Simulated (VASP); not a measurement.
# ZnS (R3m) in VASP: further runs

Runs on ZnS. Level: PBEsol. Tasks: single point.

Everything below comes from runs of VASP 6.6.1. Logs are shortened: lines on timing, memory, paths and dates and some standing lists are left out, and cuts for length are marked.

## 1. The cell of the first run

Symmetry: R3m, No. 160, trigonal system. Conventional cell: a = 3.806 Å, b = 3.806 Å, c = 28.056 Å, α = 90.00°, β = 90.00°, γ = 120.00°. Zn (site symmetry 3m) has 4 S at 2.33 to 2.34 Å within 3.1 Å. Zn (site symmetry 3m) has 4 S at 2.33 Å within 3.1 Å. Zn (site symmetry 3m) has 4 S at 2.33 to 2.34 Å within 3.1 Å. Within 3.1 Å of S (site symmetry 3m) lie 4 Zn at 2.33 to 2.34 Å. Within 3.1 Å of S (site symmetry 3m) lie 4 Zn at 2.33 to 2.34 Å. S (site symmetry 3m) has 4 Zn at 2.33 Å within 3.1 Å.

## 2. Single point, PBEsol

The input, INCAR:

```
ALGO = Normal ; EDIFF = 1E-7
ENCUT = 520 ; GGA = PS
ISIF = 2 ; ISMEAR = 0
LASPH = True ; LCHARG = False
LREAL = False ; LWAVE = False
NBANDS = 36 ; NELM = 100
PREC = Accurate ; SIGMA = 0.01
```

The input, KPOINTS:

```
k-points
0
Gamma
  6 6 6
```

The input, POSCAR:

```
ZnS
1.0
    1.9030712000      1.0987386700      9.3519478300
   -1.9030712000      1.0987386700      9.3519478300
    0.0000000000     -2.1974773400      9.3519478300
Zn S
3 3
Direct
    0.9999711400      0.9999711400      0.9999711400
    0.2222694100      0.2222694100      0.2222694100
    0.4446134400      0.4446134400      0.4446134400
    0.0832671700      0.0832671700      0.0832671700
    0.5278423000      0.5278423000      0.5278423000
    0.3053625400      0.3053625400      0.3053625400
```

Potentials or basis: VASP PAW PBE potentials, release 64 (Zn, S).

Started as:

```bash
$ cat potpaw_PBE.64/Zn/POTCAR potpaw_PBE.64/S/POTCAR > POTCAR
$ mpirun -np 1 vasp_std > vasp.out
```

OUTCAR:

```text
EDIFF = 1E-7
   ENCUT = 520
   GGA = PS
   ISIF = 2
   ISMEAR = 0
   LASPH = True
   LREAL = False
   NELM = 100
   PREC = Accurate

 ion  position               nearest neighbor table
   1  1.000  1.000  1.000-   6 2.33   6 2.33   6 2.33   4 2.34
   2  0.222  0.222  0.222-   6 2.33   5 2.33   5 2.33   5 2.33
   3  0.445  0.445  0.445-   4 2.33   4 2.33   4 2.33   5 2.34
   4  0.083  0.083  0.083-   3 2.33   3 2.33   3 2.33   1 2.34
   5  0.528  0.528  0.528-   2 2.33   2 2.33   2 2.33   3 2.34
   6  0.305  0.305  0.305-   2 2.33   1 2.33   1 2.33   1 2.33

  LATTYP: Found a trigonal (rhomboedric) cell.
 ALAT       =     9.6066557590
 COS(alpha) =     0.9215133826

  Lattice vectors:

 A1 = (   1.9030712000,   1.0987386700,   9.3519478300)
 A2 = (  -1.9030712000,   1.0987386700,   9.3519478300)
 A3 = (   0.0000000000,  -2.1974773400,   9.3519478300)

Analysis of symmetry for initial positions (statically):
=====================================================================
 Subroutine PRICEL returns:
 Original cell was already a primitive cell.

 Routine SETGRP: Setting up the symmetry group for a
 trigonal (rhombohedral) supercell.

 Subroutine GETGRP returns: Found  6 space group operations
 (whereof  6 operations were pure point group operations)
 out of a pool of 12 trial point group operations.

The static configuration has the point symmetry C_3v.

Analysis of symmetry for dynamics (positions and initial velocities):
=====================================================================
 Subroutine PRICEL returns:
 Original cell was already a primitive cell.

 Routine SETGRP: Setting up the symmetry group for a
 trigonal (rhombohedral) supercell.

 Subroutine GETGRP returns: Found  6 space group operations
 (whereof  6 operations were pure point group operations)
 out of a pool of 12 trial point group operations.

The dynamic configuration has the point symmetry C_3v.

 Subroutine INISYM returns: Found  6 space group operations
 (whereof  6 operations are pure point group operations),
 and found     1 'primitive' translations

----------------------------------------------------------------------------------------

                                     Primitive cell

  volume of cell :     117.3283

  direct lattice vectors                    reciprocal lattice vectors
     1.903071200  1.098738670  9.351947830     0.262733207  0.151689088  0.035643199
    -1.903071200  1.098738670  9.351947830    -0.262733207  0.151689088  0.035643199
     0.000000000 -2.197477340  9.351947830     0.000000000 -0.303378176  0.035643199

  length of vectors
     9.606655759  9.606655759  9.606655759     0.305464818  0.305464818  0.305464818

  position of ions in fractional coordinates (direct lattice)
     0.999971140  0.999971140  0.999971140
     0.222269410  0.222269410  0.222269410
     0.444613440  0.444613440  0.444613440
     0.083267170  0.083267170  0.083267170
     0.527842300  0.527842300  0.527842300
     0.305362540  0.305362540  0.305362540

  ion indices of the primitive-cell ions
   primitive index   ion index
                 1           1
                 2           2
                 3           3
                 4           4
                 5           5
                 6           6

----------------------------------------------------------------------------------------

 KPOINTS: k-points

Automatic generation of k-mesh.
 Grid dimensions read from file:
 generate k-points for:    6    6    6

 Generating k-lattice:

  Cartesian coordinates                     Fractional coordinates (reciprocal lattice)
     0.043788868  0.025281515  0.005940533     0.166666667  0.000000000  0.000000000
    -0.043788868  0.025281515  0.005940533     0.000000000  0.166666667  0.000000000
     0.000000000 -0.050563029  0.005940533     0.000000000  0.000000000  0.166666667

  Length of vectors
     0.050910803  0.050910803  0.050910803

  Shift w.r.t. Gamma in fractional coordinates (k-lattice)
     0.000000000  0.000000000  0.000000000

 Subroutine IBZKPT returns following result:
 ===========================================

 Found     32 irreducible k-points:

 Following reciprocal coordinates:
            Coordinates               Weight
  0.000000  0.000000  0.000000      1.000000
  0.166667  0.000000  0.000000      6.000000
  0.333333  0.000000  0.000000      6.000000
  0.500000 -0.000000  0.000000      3.000000
  0.166667  0.166667  0.000000      6.000000
  0.333333  0.166667  0.000000     12.000000
[... 16 lines left out ...]
  0.500000  0.500000  0.166667      6.000000
 -0.333333  0.500000  0.166667     12.000000
 [... further k-points ...]
   k-points           NKPTS =     32   k-points in BZ     NKDIM =     32   number of bands    NBANDS=     36
   number of dos      NEDOS =    301   number of ions     NIONS =      6
   total plane-waves  NPLWV = 373248
   dimension x,y,z NGX =    72 NGY =   72 NGZ =   72
   dimension x,y,z NGXF=   144 NGYF=  144 NGZF=  144
   ions per type =               3   3
   NGX,Y,Z   is equivalent  to a cutoff of  12.46, 12.46, 12.46 a.u.
   NGXF,Y,Z  is equivalent  to a cutoff of  24.92, 24.92, 24.92 a.u.
 SYSTEM =  unknown system
   PREC   = accura    normal or accurate (medium, high low for compatibility)
   ISTART =      0    job   : 0-new  1-cont  2-samecut
   ICHARG =      2    charge: 1-file 2-atom 10-const
   ISPIN  =      1    spin polarized calculation?
   LNONCOLLINEAR =      F non collinear calculations
   LSORBIT =      F    spin-orbit coupling
   LASPH  =      T    aspherical Exc in radial PAW
   ENCUT  =  520.0 eV  38.22 Ry    6.18 a.u.  17.86 17.86 17.86*2*pi/ulx,y,z
   NELM   =    100;   NELMIN=  2; NELMDL= -5     # of ELM steps
   EDIFF  = 0.1E-06   stopping-criterion for ELM
   LREAL  =      F    real-space projection
   EDIFFG = 0.1E-05   stopping-criterion for IOM
   NSW    =      0    number of steps for IOM
   IBRION =     -1    ionic relax: 0-MD 1-quasi-New 2-CG
   NFREE  =      0    steps in history (QN), initial steepest desc. (CG)
   ISIF   =      2    stress and relaxation
   ISYM   =      2    0-nonsym 1-usesym 2-fastsym
   POTIM  = 0.5000    time-step for ionic-motion
   TEBEG  =    0.0;   TEEND  =   0.0 temperature during run
   PSTRESS=    0.0 pullay stress
   NELECT =      54.0000    total number of electrons
   NUPDOWN=      -1.0000    fix difference up-down
   EMIN   =  10.00;   EMAX   =-10.00  energy-range for DOS
   EFERMI =   0.00;   METHOD = LEGACY
   ISMEAR =     0;   SIGMA  =   0.01  broadening in eV -4-tet -1-fermi 0-gaus
   EFERMI_NEDOS =   21; number of points for ismear=-14 and -15
   IALGO  =     38    algorithm
   IMIX   =      4    mixing-type and parameters
     AMIX     =   0.40;   BMIX     =  1.00
     AMIX_MAG =   1.60;   BMIX_MAG =  1.00
  volume/ion in A,a.u.               =      19.55       131.96
  Fermi-wavevector in a.u.,A,eV,Ry     =   1.263975  2.388566 21.737115  1.597633
  Thomas-Fermi vector in A             =   2.397304
   LORBIT       =      0    0 simple, 1 ext, 2 COOP (PROOUT), +10 PAW based schemes
   GGA     = PS    functional components
   LHFCALC =     F    Hartree Fock is set to
   AEXX    =    0.0000 exact exchange contribution
   IVDW    =     0    specifies the selected vdW correction
   LEPSILON=     F    determine dielectric tensor
   LRPA    =     F    only Hartree local field effects (RPA)
 non-spin polarized calculation
 Gauss-broadening in eV      SIGMA  =   0.01
  energy-cutoff  :      520.00
  volume of cell :      117.33
 maximum number of plane-waves:      3183
   NGX = 35   NGY = 35   NGZ = 35

 number of electron      53.9999979 magnetization

 Free energy of the ion-electron system (eV)
  ---------------------------------------------------
  ext. energy  EPLUGINS =         0.00000000
  ---------------------------------------------------
  free energy    TOTEN  =       -22.74609911 eV

  energy without entropy =      -22.74609911  energy(sigma->0) =      -22.74609911

 E-fermi :   2.2044     XC(G=0):  -9.8855

 val. band max:        2.1104613998   @ k =   0.0000   0.0000   0.0000
 cond. band min:       4.1715111683   @ k =   0.0000   0.0000   0.0000
 fundamental gap:      2.0610497685
 Fermi energy:         2.2043899076

 k-point     1 :       0.0000    0.0000    0.0000
  band No.  band energies     occupation
      1     -11.1252      2.00000
      2     -10.4424      2.00000
      3     -10.4321      2.00000
      4      -4.3042      2.00000
      5      -4.2942      2.00000
      6      -4.2942      2.00000
[... 28 lines left out ...]
     35       8.9399      0.00000
     36       9.3672      0.00000

 k-point     2 :       0.1667    0.0000    0.0000
  band No.  band energies     occupation
      1     -10.9352      2.00000
      2     -10.3533      2.00000
      3     -10.2607      2.00000
      4      -4.3113      2.00000
      5      -4.2758      2.00000
      6      -4.2590      2.00000
[... 28 lines left out ...]
     35       8.9964      0.00000
     36       9.7022      0.00000

 k-point     3 :       0.3333    0.0000    0.0000
  band No.  band energies     occupation
      1     -10.4805      2.00000
      2     -10.0896      2.00000
      3      -9.9883      2.00000
      4      -4.3274      2.00000
      5      -4.2773      2.00000
      6      -4.2113      2.00000
[... 28 lines left out ...]
     35       9.8605      0.00000
     36      10.4271      0.00000

 k-point     4 :       0.5000   -0.0000    0.0000
  band No.  band energies     occupation
      1     -10.1697      2.00000
      2      -9.9237      2.00000
      3      -9.9142      2.00000
      4      -4.3275      2.00000
      5      -4.2611      2.00000
      6      -4.1852      2.00000
[... 28 lines left out ...]
     35      10.3380      0.00000
     36      11.0392      0.00000

 k-point     5 :       0.1667    0.1667    0.0000
  band No.  band energies     occupation
      1     -10.9271      2.00000
      2     -10.4064      2.00000
      3     -10.2150      2.00000
      4      -4.3144      2.00000
      5      -4.2689      2.00000
      6      -4.2570      2.00000
[... 655 lines left out ...]
 k-point    22 :      -0.1667    0.3333    0.1667
  band No.  band energies     occupation
      1     -10.1772      2.00000
      2      -9.9717      2.00000
      3      -9.8714      2.00000
      4      -4.2702      2.00000
      5      -4.2076      2.00000
      6      -4.1740      2.00000
[... 28 lines left out ...]
     35       9.6322      0.00000
     36      10.2753      0.00000

 k-point    23 :       0.5000    0.5000    0.1667
  band No.  band energies     occupation
      1     -10.3865      2.00000
      2     -10.2895      2.00000
      3      -9.8823      2.00000
      4      -4.3390      2.00000
      5      -4.2750      2.00000
      6      -4.2130      2.00000
[... 28 lines left out ...]
     35       9.9069      0.00000
     36       9.9833      0.00000

 k-point    24 :      -0.3333    0.5000    0.1667
  band No.  band energies     occupation
      1     -10.0993      2.00000
      2     -10.0910      2.00000
      3      -9.8313      2.00000
      4      -4.2736      2.00000
      5      -4.2075      2.00000
      6      -4.1831      2.00000
[... 28 lines left out ...]
     35       9.6092      0.00000
     36      10.7315      0.00000

 [... further k-points ...]
[... 5 lines left out ...]
  --------------------------------------------------------------------------------------
  -------------------------------------------------------------------------------------
  Total       -0.8180252     -0.8180252     -0.8179803      0.0000000      0.0000000      0.0000000
  in kB      -11.1705483    -11.1705483    -11.1699358      0.0000000      0.0000000      0.0000000
  external PRESSURE =     -11.1703441 kB  Pullay stress =       0.0000000 kB

 VOLUME and BASIS-vectors are now :
 -----------------------------------------------------------------------------
  energy-cutoff  :      520.00
  volume of cell :      117.33
      direct lattice vectors                 reciprocal lattice vectors
     1.903071200  1.098738670  9.351947830     0.262733207  0.151689088  0.035643199
    -1.903071200  1.098738670  9.351947830    -0.262733207  0.151689088  0.035643199
     0.000000000 -2.197477340  9.351947830     0.000000000 -0.303378176  0.035643199

 POSITION                                       TOTAL-FORCE (eV/Angst)
 -----------------------------------------------------------------------------------
      0.00000      0.00000     28.05503         0.000000      0.000000     -0.001239
      0.00000      0.00000      6.23596         0.000000      0.000000      0.000582
      0.00000      0.00000     12.47401         0.000000      0.000000     -0.010918
      0.00000      0.00000      2.33613         0.000000     -0.000000      0.003634
      0.00000      0.00000     14.80906         0.000000      0.000000     -0.000118
      0.00000      0.00000      8.56720         0.000000      0.000000      0.008059
 -----------------------------------------------------------------------------------
    total drift:                               -0.000000      0.000000      0.000349

  FREE ENERGIE OF THE ION-ELECTRON SYSTEM (eV)
  ---------------------------------------------------
  free  energy   TOTEN  =       -22.7460991124 eV

  energy  without entropy=      -22.7460991124  energy(sigma->0) =      -22.74609911
```

It took 16 min on 1 thread of Intel Xeon Platinum 8259CL at 2.50GHz (Skylake/Cascade Lake), shared host; peak memory 0.7 GiB.

What came out:

| Quantity | Value |
| --- | --- |
| Free energy | -22.7461 eV |
| Pressure | -1.1 GPa |
| Largest force | 0.011 eV/Å |
| Band gap on the k mesh | 2.06 eV |

Forces on the atoms (eV/Å):
```
Zn   0.000  0.000 -0.001
Zn   0.000  0.000  0.001
Zn   0.000  0.000 -0.011
S    0.000  0.000  0.004
S    0.000  0.000  0.000
S    0.000  0.000  0.008
```

Levels at points of the mesh, in eV from the valence-band top:
| k point | band 25 | band 26 | band 27 | band 28 | band 29 | band 30 |
| --- | --- | --- | --- | --- | --- | --- |
| (0.00, 0.00, 0.00) | -0.06 | 0.00 | 0.00 | 2.06 | 3.21 | 3.36 |
| (0.50, 0.00, 0.00) | -1.97 | -1.33 | -0.90 | 3.19 | 3.78 | 3.94 |
| (0.50, 0.50, 0.00) | -1.30 | -1.29 | -1.29 | 3.20 | 3.51 | 4.16 |
| (0.50, 0.50, 0.50) | -0.26 | -0.24 | -0.24 | 3.06 | 3.19 | 3.33 |

Caveat: the PAW data sets were made with another functional, which shifts forces and pressure a little. A k mesh can miss the band edges.

(Part 1 of 2 ends here.)
